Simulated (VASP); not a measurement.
Set up this calculation in VASP 6.6.1, as the native input.

* Task: single point
* Functional: PBEsol
* Potentials or basis: VASP PAW PBE potentials, release 64 (Au)
* Cutoff: 500 eV
* k mesh: 9 × 9 × 9
* Occupations: fermi-dirac, width 0.05 eV
* Spin: no spin polarisation
* Dipole correction: no
* Further INCAR settings: ALGO = Normal; EDIFF = 1e-06; NBANDS = 12

The structure of Au lies in POSCAR:

```
Au
1.0
    0.0000000000      2.0350000000      2.0350000000
    2.0350000000      0.0000000000      2.0350000000
    2.0350000000      2.0350000000      0.0000000000
Au
1
Direct
    0.0000000000      0.0000000000      0.0000000000
```

The input as run:

INCAR

```
  PREC = Accurate
  ENCUT = 500
  EDIFF = 1E-6
  ISMEAR = -1
  SIGMA = 0.05
  LREAL = False
  LASPH = True
  NELM = 120
  ALGO = Normal
  ISIF = 2
  LWAVE = False
  LCHARG = False
  GGA = PS
  NBANDS = 12
  GGA_COMPAT = False
```

KPOINTS

```
regular mesh
0
Gamma
  9 9 9
```

Potentials or basis: VASP PAW PBE potentials, release 64 (Au).

Launch:

```sh
$ cat potpaw_PBE.64/Au/POTCAR > POTCAR
$ mpirun -np 1 vasp_std > vasp.out
```

It gave:

```yaml
Pressure: 1.4 GPa
```

Caveat: the PAW data sets were made with another functional, which shifts forces and pressure a little.

Wall time 5.1 s on 1 thread of Intel(R) Xeon(R) Platinum 8488C (Sapphire Rapids), with other jobs on the host, peak memory 0.14 GiB.
